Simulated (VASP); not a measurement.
# BN (R3m) in VASP: notebook, part 2 of 2

VASP 6.6.1.

### 4 Single point, PBE+D3(BJ) (9.50 Å³/atom)

This run uses another cell than the first one, of 9.50 Å³/atom.

Contents of INCAR:

```
SYSTEM = BN
PREC = Accurate ; ENCUT = 520
EDIFF = 1E-7 ; ISMEAR = 0
SIGMA = 0.02 ; LREAL = .False.
LASPH = .True. ; NELM = 80
ALGO = Normal ; ISIF = 2
LWAVE = .False. ; LCHARG = .False.
GGA = PE ; IVDW = 12
NBANDS = 11
```

Contents of KPOINTS:

```
regular mesh
0
Gamma
  12 12 12
  0 0 0
```

Contents of POSCAR:

```
BN
1.0
    1.2546820429      0.7243910152      3.4835350709
   -1.2546820429      0.7243910152      3.4835350709
    0.0000000000     -1.4487820304      3.4835350709
B N
1 1
Direct
    0.9996272927      0.9996272927      0.9996272927
    0.3328057073      0.3328057073      0.3328057073
```

Potentials or basis: VASP PAW PBE potentials, release 64 (B, N).

Run with:

```sh
$ cat potpaw_PBE.64/B/POTCAR potpaw_PBE.64/N/POTCAR > POTCAR
$ mpirun -np 1 vasp_std > vasp.out
```

OUTCAR:

```text
SYSTEM = BN
   PREC = Accurate
   ENCUT = 520
   EDIFF = 1E-7
   ISMEAR = 0
   LREAL = .False.
   LASPH = .True.
   NELM = 80
   ISIF = 2
   GGA = PE
   IVDW = 12
 IVDW          = 12

 ion  position               nearest neighbor table
   1  1.000  1.000  1.000-   2 1.45   2 1.45   2 1.45
   2  0.333  0.333  0.333-   1 1.45   1 1.45   1 1.45

  LATTYP: Found a trigonal (rhomboedric) cell.
 ALAT       =     3.7727955102
 COS(alpha) =     0.7788072810

  Lattice vectors:

 A1 = (   1.2546820429,   0.7243910152,   3.4835350709)
 A2 = (  -1.2546820429,   0.7243910152,   3.4835350709)
 A3 = (   0.0000000000,  -1.4487820304,   3.4835350709)

Analysis of symmetry for initial positions (statically):
=====================================================================
 Subroutine PRICEL returns:
 Original cell was already a primitive cell.

 Routine SETGRP: Setting up the symmetry group for a
 trigonal (rhombohedral) supercell.

 Subroutine GETGRP returns: Found  6 space group operations
 (whereof  6 operations were pure point group operations)
 out of a pool of 12 trial point group operations.

The static configuration has the point symmetry C_3v.

Analysis of symmetry for dynamics (positions and initial velocities):
[... 172 lines left out ...]
      5       6.8491      0.00000
      6      13.4488      0.00000
      7      13.4488      0.00000
      8      14.8274      0.00000
      9      16.2865      0.00000
     10      27.5582      0.00000
     11      28.7903      0.00000
[... 309 lines left out ...]
 k-point    24 :      -0.4167    0.1667   -0.0000
  band No.  band energies     occupation
      1     -12.4588      2.00000
      2      -6.7022      2.00000
      3      -3.5594      2.00000
      4       1.5019      2.00000
      5       6.9694      0.00000
      6      13.2745      0.00000
      7      15.2689      0.00000
      8      16.1029      0.00000
      9      19.2090      0.00000
     10      22.5032      0.00000
     11      24.5437      0.00000

 [... further k-points ...]

------------------------ aborting loop because EDIFF is reached ----------------------------------------

 Edisp (eV)   -0.26510

 E8    (eV) :    -0.0772

  FORCE on cell =-STRESS in cart. coord.  units (eV):
  Direction    XX          YY          ZZ          XY          YZ          ZX
  --------------------------------------------------------------------------------------
  -------------------------------------------------------------------------------------
  Total      -0.11725    -0.11725    -0.15443     0.00000    -0.00000     0.00000
  in kB      -9.88911    -9.88911   -13.02422     0.00000    -0.00000     0.00000
  external pressure =      -10.93 kB  Pullay stress =        0.00 kB

 VOLUME and BASIS-vectors are now :
 -----------------------------------------------------------------------------
  energy-cutoff  :      520.00
  volume of cell :       19.00
      direct lattice vectors                 reciprocal lattice vectors
     1.254682043  0.724391015  3.483535071     0.398507337  0.230078318  0.095688238
    -1.254682043  0.724391015  3.483535071    -0.398507337  0.230078318  0.095688238
     0.000000000 -1.448782030  3.483535071     0.000000000 -0.460156637  0.095688238

 POSITION                                       TOTAL-FORCE (eV/Angst)
 -----------------------------------------------------------------------------------
      0.00000      0.00000     10.44671         0.000000      0.000000     -0.001308
      0.00000      0.00000      3.47802         0.000000     -0.000000      0.001308
 -----------------------------------------------------------------------------------
    total drift:                               -0.000000     -0.000000      0.000047

  FREE ENERGIE OF THE ION-ELECTRON SYSTEM (eV)
  ---------------------------------------------------
  free  energy   TOTEN  =       -17.8554012441 eV

  energy  without entropy=      -17.8554012441  energy(sigma->0) =      -17.85540124
```

OSZICAR:

```text
N       E                     dE             d eps       ncg     rms          rms(c)
DAV:   1     0.138131279117E+02    0.13813E+02   -0.45546E+03  4217   0.678E+02
DAV:   2    -0.185620691659E+02   -0.32375E+02   -0.31189E+02  4958   0.161E+02
DAV:   3    -0.193760867320E+02   -0.81402E+00   -0.81277E+00  5047   0.235E+01
DAV:   4    -0.193787690425E+02   -0.26823E-02   -0.26822E-02  4612   0.149E+00
DAV:   5    -0.193787819102E+02   -0.12868E-04   -0.12868E-04  5140   0.905E-02    0.794E+00
DAV:   6    -0.177816416713E+02    0.15971E+01   -0.52486E+00  4674   0.128E+01    0.361E+00
DAV:   7    -0.176291439637E+02    0.15250E+00   -0.24183E-01  4902   0.370E+00    0.222E+00
DAV:   8    -0.175893823810E+02    0.39762E-01   -0.12077E-01  5006   0.211E+00    0.254E-01
DAV:   9    -0.175897963629E+02   -0.41398E-03   -0.29560E-03  4580   0.435E-01    0.140E-01
DAV:  10    -0.175902686913E+02   -0.47233E-03   -0.58862E-04  4677   0.174E-01    0.253E-02
DAV:  11    -0.175903000549E+02   -0.31364E-04   -0.63388E-05  5010   0.539E-02    0.225E-02
DAV:  12    -0.175902996067E+02    0.44820E-06   -0.12090E-05  4634   0.229E-02    0.210E-03
DAV:  13    -0.175902997821E+02   -0.17544E-06   -0.48530E-07  5034   0.617E-03    0.688E-04
DAV:  14    -0.175902997991E+02   -0.17000E-07   -0.27898E-08  4530   0.115E-03
   1 F= -.17855401E+02 E0= -.17855401E+02  d E =-.128226E-53
```

It took 1.8 min on 1 thread of AMD EPYC 7R13, shared host; peak memory 0.16 GiB.

What came out:

```
Free energy                : -17.8554 eV
Pressure                   : -1.1 GPa
Band gap on the k mesh     : 4.32 eV (least direct gap 4.67 eV)
Dispersion energy per atom : -0.133 eV
```

### 5 Single point, PBE+D3(BJ) (9.86 Å³/atom)

This run uses another cell than the first one, of 9.86 Å³/atom.

Contents of INCAR:

```
PREC     = Accurate       # precision mode
ENCUT    = 520            # plane-wave cutoff, eV
EDIFF    = 1E-7           # SCF threshold, eV
ISMEAR   = 0              # smearing method
SIGMA    = 0.02           # smearing width, eV
LREAL    = False          # projectors in reciprocal space
LASPH    = True           # aspherical terms in the spheres
NELM     = 60             # most SCF steps
ALGO     = Normal         # electronic algorithm
ISIF     = 2              # what is computed and relaxed
LWAVE    = False          # write WAVECAR
LCHARG   = True           # write CHGCAR
GGA      = PE             # functional
IVDW     = 12             # dispersion correction
LELF     = True           # ELF
LVHAR    = True         
NBANDS   = 11             # bands
```

Contents of KPOINTS:

```
regular mesh
0
Gamma
  12 12 12
```

Contents of POSCAR:

```
BN
1.0
    1.2553264878      0.7247630857      3.6112785351
   -1.2553264878      0.7247630857      3.6112785351
    0.0000000000     -1.4495261713      3.6112785351
B N
1 1
Direct
    0.9996003336      0.9996003336      0.9996003336
    0.3328326664      0.3328326664      0.3328326664
```

Run with:

```sh
$ cat potpaw_PBE.64/B/POTCAR potpaw_PBE.64/N/POTCAR > POTCAR
$ mpirun -np 1 vasp_std > vasp.out
```

It took 2 min on 1 thread of AMD EPYC 7R13, shared host; peak memory 0.17 GiB.

Results (log left out):

```yaml
Free_energy: -17.8494 eV
Pressure: -1.5 GPa
Band_gap_on_the_k_mesh: 4.38 eV (least direct gap 4.66 eV)
Dispersion_energy_per_atom: -0.127 eV
```

Stress tensor (GPa, compression positive):
```
-1.36  0.00  0.00
 0.00 -1.36  0.00
 0.00  0.00 -1.66
```

Levels at points of the mesh, in eV from the valence-band top:
| k point | band 1 | band 2 | band 3 | band 4 | band 5 | band 6 | band 7 | band 8 | band 9 |
| --- | --- | --- | --- | --- | --- | --- | --- | --- | --- |
| (0.00, 0.00, 0.00) | -17.68 | -4.46 | -1.32 | -1.32 | 4.83 | 11.56 | 11.56 | 12.86 | 14.23 |
| (0.50, 0.00, 0.00) | -14.56 | -8.88 | -4.09 | -0.70 | 5.15 | 9.71 | 12.75 | 14.36 | 19.23 |
| (0.50, 0.50, 0.00) | -14.52 | -8.81 | -4.12 | -1.08 | 4.38 | 9.82 | 13.77 | 16.53 | 19.20 |
| (0.50, 0.50, 0.50) | -17.53 | -5.84 | -1.33 | -1.33 | 9.30 | 11.52 | 11.52 | 11.58 | 15.34 |

A k mesh can miss the band edges.

### 6 Relaxation of shape and atoms at fixed volume, PBE+D3(BJ) (7.89 Å³/atom)

This run uses another cell than the first one, of 7.89 Å³/atom.

Contents of INCAR:

```
PREC     = Accurate       # precision mode
ENCUT    = 600            # plane-wave cutoff, eV
EDIFF    = 1E-6           # SCF threshold, eV
ISMEAR   = 0              # smearing method
SIGMA    = 0.02           # smearing width, eV
LREAL    = False          # projectors in reciprocal space
LASPH    = True           # aspherical terms in the spheres
NELM     = 80             # most SCF steps
ALGO     = Normal         # electronic algorithm
ISIF     = 4              # what is computed and relaxed
LWAVE    = False          # write WAVECAR
LCHARG   = False          # write CHGCAR
GGA      = PE             # functional
IVDW     = 12             # dispersion correction
IBRION   = 2              # ionic algorithm
NSW      = 50             # ionic steps
EDIFFG   = -0.01          # ionic threshold
```

Contents of KPOINTS:

```
Automatic mesh
0
Gamma
  12 12 12
```

Contents of POSCAR:

```
BN
1.0
    1.2345296618      0.7127560325      2.9871793656
   -1.2345296618      0.7127560325      2.9871793656
    0.0000000000     -1.4255120651      2.9871793656
B N
1 1
Direct
    0.9999738068      0.9999738068      0.9999738068
    0.3324591932      0.3324591932      0.3324591932
```

Potentials or basis: VASP PAW PBE potentials, release 64 (B, N).

Run with:

```sh
$ cat potpaw_PBE.64/B/POTCAR potpaw_PBE.64/N/POTCAR > POTCAR
$ mpirun -np 1 vasp_std > vasp.out
```

OUTCAR:

```text
PREC = Accurate
   ENCUT = 600
   EDIFF = 1E-6
   ISMEAR = 0
   LREAL = False
   LASPH = True
   NELM = 80
   ISIF = 4
   GGA = PE
   IVDW = 12
   IBRION = 2
   NSW = 50
   EDIFFG = -0.01
 IVDW          = 12

 ion  position               nearest neighbor table
   1  1.000  1.000  1.000-   2 1.43   2 1.43   2 1.43
   2  0.332  0.332  0.332-   1 1.43   1 1.43   1 1.43

  LATTYP: Found a trigonal (rhomboedric) cell.
 ALAT       =     3.3098829602
 COS(alpha) =     0.7217675502

  Lattice vectors:

 A1 = (   1.2345296618,   0.7127560325,   2.9871793656)
 A2 = (  -1.2345296618,   0.7127560325,   2.9871793656)
 A3 = (   0.0000000000,  -1.4255120651,   2.9871793656)

Analysis of symmetry for initial positions (statically):
=====================================================================
 Subroutine PRICEL returns:
[... 331 lines left out ...]

 number of electron       8.0000000 magnetization

 Free energy of the ion-electron system (eV)
  ---------------------------------------------------
  ext. energy  EPLUGINS =         0.00000000
  ---------------------------------------------------
  free energy    TOTEN  =       -17.49571187 eV

  energy without entropy =      -17.49571187  energy(sigma->0) =      -17.49571187

 E-fermi :   3.6600     XC(G=0): -10.9392

 val. band max:        3.5096358361   @ k =  -0.1667   0.4167   0.0833
 cond. band min:       7.3822660192   @ k =   0.5000   0.5000   0.0000
 fundamental gap:      3.8726301831
 Fermi energy:         3.6600392607

 k-point     1 :       0.0000    0.0000    0.0000
  band No.  band energies     occupation
      1     -14.6787      2.00000
      2       0.1562      2.00000
      3       2.1544      2.00000
      4       2.1544      2.00000
      5       9.6654      0.00000
      6      15.2147      0.00000
      7      15.2147      0.00000
      8      16.8160      0.00000
[... 243 lines left out ...]
 k-point    24 :      -0.4167    0.1667   -0.0000
  band No.  band energies     occupation
      1     -11.0242      2.00000
      2      -5.3488      2.00000
      3      -1.9676      2.00000
      4       3.2472      2.00000
      5       8.7739      0.00000
      6      15.2546      0.00000
      7      17.6179      0.00000
      8      18.5860      0.00000

 [... further k-points ...]

------------------------ aborting loop because EDIFF is reached ----------------------------------------

 Edisp (eV)   -0.33026

 E8    (eV) :    -0.0980
[... 25 lines left out ...]
  FREE ENERGIE OF THE ION-ELECTRON SYSTEM (eV)
  ---------------------------------------------------
  free  energy   TOTEN  =       -17.8259687767 eV

  energy  without entropy=      -17.8259687767  energy(sigma->0) =      -17.82596878

 reached required accuracy - stopping structural energy minimisation
```

OSZICAR:

```text
N       E                     dE             d eps       ncg     rms          rms(c)
DAV:   1     0.169679485334E+02    0.16968E+02   -0.54561E+03  3120   0.108E+03
DAV:   2    -0.188122960603E+02   -0.35780E+02   -0.34403E+02  4008   0.203E+02
DAV:   3    -0.193221488535E+02   -0.50985E+00   -0.50985E+00  3816   0.288E+01
DAV:   4    -0.193232094515E+02   -0.10606E-02   -0.10606E-02  4704   0.107E+00
[... 28 lines left out ...]
DAV:   4    -0.174956775568E+02    0.75055E-07   -0.16347E-07  1784   0.397E-03
   4 F= -.17825931E+02 E0= -.17825931E+02  d E =-.128603E-01
       N       E                     dE             d eps       ncg     rms          rms(c)
DAV:   1    -0.174957134811E+02   -0.35849E-04   -0.87111E-03  3056   0.922E-01    0.136E-02
DAV:   2    -0.174957127280E+02    0.75313E-06   -0.31431E-05  5152   0.740E-02    0.893E-03
DAV:   3    -0.174957118719E+02    0.85610E-06   -0.59282E-06  3448   0.225E-02
   5 F= -.17825969E+02 E0= -.17825969E+02  d E =-.380015E-04
```

It took 2.8 min on 1 thread of AMD EPYC 7R13, shared host; peak memory 0.15 GiB.

What came out:

```yaml
Free_energy: -17.8260 eV
Energy_gained_by_relaxing: 6.4 meV/atom
Ionic_steps: 5
Pressure_after_relaxing: 6.2 GPa
Largest_force_after_relaxing: 0.003 eV/Å
Band_gap_on_the_k_mesh: 3.87 eV (least direct gap 4.81 eV)
Dispersion_energy_per_atom: -0.165 eV
```

Forces in eV/Å, atoms in the order of the input:
```
B    0.000  0.000 -0.003
N    0.000  0.000  0.003
```

Step by step:
```csv
step,energy change (eV),largest force (eV/Å),pressure (GPa),volume (Å³)
1,0.0000,0.0087,14.07,15.77
2,-0.0125,0.0337,5.21,15.77
3,-0.0129,0.0297,6.39,15.77
4,-0.0129,0.0302,6.25,15.77
5,-0.0129,0.0031,6.22,15.77
```

Final structure:
```cif
data_structure
_symmetry_space_group_name_H-M 'P 1'
_symmetry_Int_Tables_number 1
_cell_length_a 3.2642
_cell_length_b 3.2642
_cell_length_c 3.2642
_cell_angle_alpha 44.903
_cell_angle_beta 44.903
_cell_angle_gamma 44.903
_cell_volume 15.77
loop_
_atom_site_label
_atom_site_type_symbol
_atom_site_fract_x
_atom_site_fract_y
_atom_site_fract_z
_atom_site_occupancy
B1 B 0.00018 0.00018 0.00018 1
N1 N 0.33226 0.33226 0.33226 1
```

Levels at points of the mesh, in eV from the valence-band top:
```csv
k point,band 1,band 2,band 3,band 4,band 5,band 6,band 7,band 8
"(0.00, 0.00, 0.00)",-18.19,-3.35,-1.36,-1.36,6.16,11.71,11.71,13.31
"(0.50, 0.00, 0.00)",-14.81,-9.21,-4.13,-0.41,5.43,10.29,13.83,16.66
"(0.50, 0.50, 0.00)",-14.61,-8.89,-4.32,-1.61,3.87,9.73,15.42,19.81
"(0.50, 0.50, 0.50)",-17.48,-7.02,-1.42,-1.42,11.51,11.51,11.52,12.94
```

A k mesh can miss the band edges.

### 7 Summary

| task | cell | cutoff (eV) | gap on the mesh (eV) | pressure (GPa) |
| --- | --- | --- | --- | --- |
| single point | a = 3.513 Å, angles 41.7°, 2 atoms | 520 | 4.15 | 1.1 |
| single point | a = 3.685 Å, angles 39.8°, 2 atoms | 520 | 4.28 | -0.6 |
| single point | a = 3.773 Å, angles 38.8°, 2 atoms | 520 | 4.32 | -1.1 |
| single point | a = 3.891 Å, angles 37.6°, 2 atoms | 520 | 4.38 | -1.5 |
| relaxation of shape and atoms at fixed volume | relaxed from a = 3.310 Å, angles 43.8°, 2 atoms | 600 | 3.87 | 6.2 |

Alike in all rows: level PBE+D3(BJ); potentials or basis VASP PAW PBE potentials, release 64 (B, N); no spin polarisation; k mesh 12 × 12 × 12; smearing gaussian 0.02 eV.

Total energies depend on the potentials used, so only differences within one code and one set of settings carry meaning.
